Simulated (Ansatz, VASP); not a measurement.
**One calculation of Fe, two programs**

File INCAR:

```
SYSTEM = Fe
ALGO = Normal ; EDIFF = 1E-7
ENCUT = 520 ; GGA = PE
ISIF = 2 ; ISMEAR = -1
ISPIN = 2 ; LASPH = .True.
LCHARG = .False. ; LMAXMIX = 4
LORBIT = 11 ; LREAL = .False.
LWAVE = .False. ; MAGMOM = 2.589 2.429 2.429
NBANDS = 23 ; NELM = 150
PREC = Accurate ; SIGMA = 0.05
```

The input KPOINTS:

```
k-points
0
Gamma
  10 10 15
  0 0 0
```

File POSCAR:

```
Fe
1.0
    4.1236939749      0.0000000000      0.0000000000
   -2.0618469875      3.5712237397      0.0000000000
    0.0000000000      0.0000000000      2.3464920938
Fe
3
Direct
    0.0000000000      0.0000000000      0.0000000000
    0.3333333333      0.6666666667      0.5000000000
    0.6666666667      0.3333333333      0.5000000000
```

Input for Ansatz:

```yaml
crystal:
  lattice:
    - [4.1236939749, 0.0, 0.0]
    - [-2.0618469875, 3.5712237397, 0.0]
    - [0.0, 0.0, 2.3464920938]
  atoms:
    - { symbol: Fe, position: [0.0, 0.0, 0.0], spin: 2.589 }
    - { symbol: Fe, position: [0.3333333333, 0.6666666667, 0.5], spin: 2.429 }
    - { symbol: Fe, position: [0.6666666667, 0.3333333333, 0.5], spin: 2.429 }
hamiltonian:
  xc: pbe
  pseudopotentials:
    kind: paw
    azcp:
      Fe: "pseudopotentials/Fe.paw.azcp"
basis:
  ecutwfc: 420
  fft_grid_basis: typed
kpoints:
  mp_grid: { grid: [10, 10, 15], shift: [0, 0, 0] }
magnetization:
  spin_polarized: true
scf:
  occupations: { method: fermi_dirac, width: 0.05 }
  lower_state_search: "off"
output:
  stress: true
```

Alike in both runs: task single point; functional PBE; k mesh 10 × 10 × 15; occupations fermi-dirac, width 0.05 eV; collinear spin.

|  | VASP | Ansatz |
| --- | --- | --- |
| version | VASP 6.6.1 | Ansatz 0.2.0 |
| potentials or method | VASP PAW PBE potentials, release 64 (Fe), cutoff 520 eV | plane waves (420 eV) with PAW, scalar-relativistic |
| valence electrons in the cell | 24 | 48 |

|  | VASP | Ansatz | Ansatz less VASP |
| --- | --- | --- | --- |
| pressure (GPa) | 6.1 | 6.3 | +0.27 |
| traceless stress, the component that is largest in VASP (GPa) | -0.37 | -0.03 | +0.335 |
| net moment per atom (μB) | 2.38 | 2.37 | -0.010 |
| size of the moment on the site where the two differ most (μB) | 2.51 | 2.52 | +0.011 |

Site moments also hang on the region over which each program counts them. VASP's potentials hold 24 valence electrons a cell and Ansatz's 48, so a difference there can come from the potentials and not from the codes.
